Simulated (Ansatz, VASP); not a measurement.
One calculation of Cs, two programs

The input INCAR:

```
SYSTEM = Cs
ALGO = Fast
EDIFF = 1E-7
ENCUT = 520
GGA = PS
ISIF = 2
ISMEAR = 0
LASPH = .True.
LCHARG = .False.
LREAL = .False.
LWAVE = .False.
NBANDS = 10
NELM = 60
PREC = Accurate
SIGMA = 0.15
```

The input KPOINTS:

```
k-points
0
Gamma
  12 12 12
  0 0 0
```

POSCAR

```
Cs
1.0
   -3.0225000000      3.0376125000      3.0225000000
    3.0225000000     -3.0376125000      3.0225000000
    3.0225000000      3.0376125000     -3.0225000000
Cs
1
Direct
    0.0000000000      0.0000000000      0.0000000000
```

Input for Ansatz:

```yaml
crystal:
  lattice:
    - [-3.0225, 3.0376125, 3.0225]
    - [3.0225, -3.0376125, 3.0225]
    - [3.0225, 3.0376125, -3.0225]
  atoms:
    - { symbol: Cs, position: [0.0, 0.0, 0.0] }
basis:
  ecutwfc: 420
kpoints:
  mp_grid: { grid: [12, 12, 12] }
hamiltonian:
  xc: pbesol
scf:
  occupations: { method: gaussian, width: 0.15 }
output:
  forces: true
  stress: true
  eigenvalues: true
```

Change from the starting cell: strain +0.0050 x Voigt [0, 1, 0, 0, 0, 0], atoms carried along.

Alike in both runs: task single point; functional PBEsol; k mesh 12 × 12 × 12; occupations gaussian, width 0.15 eV; no spin polarisation.

|  | VASP | Ansatz |
| --- | --- | --- |
| version | VASP 6.6.1 | Ansatz 0.2.0 |
| potentials or method | VASP PAW PBE potentials, release 64 (Cs_sv), cutoff 520 eV | scalar-relativistic, plane waves, PAW |
| valence electrons in the cell | 9 | 9 |

|  | VASP | Ansatz | Ansatz less VASP |
| --- | --- | --- | --- |
| gap on the k mesh at the Fermi level (eV) | none | none | - |
| pressure (GPa) | 0.0 | 0.0 | 0.00 |

VASP's potentials were made for PBE, not for PBEsol. A gap of «none» marks a metal or a gap that the smearing closes. The functional is the same, so the differences come from potentials, cutoffs and numerics.

Neither program's run includes spin-orbit coupling.
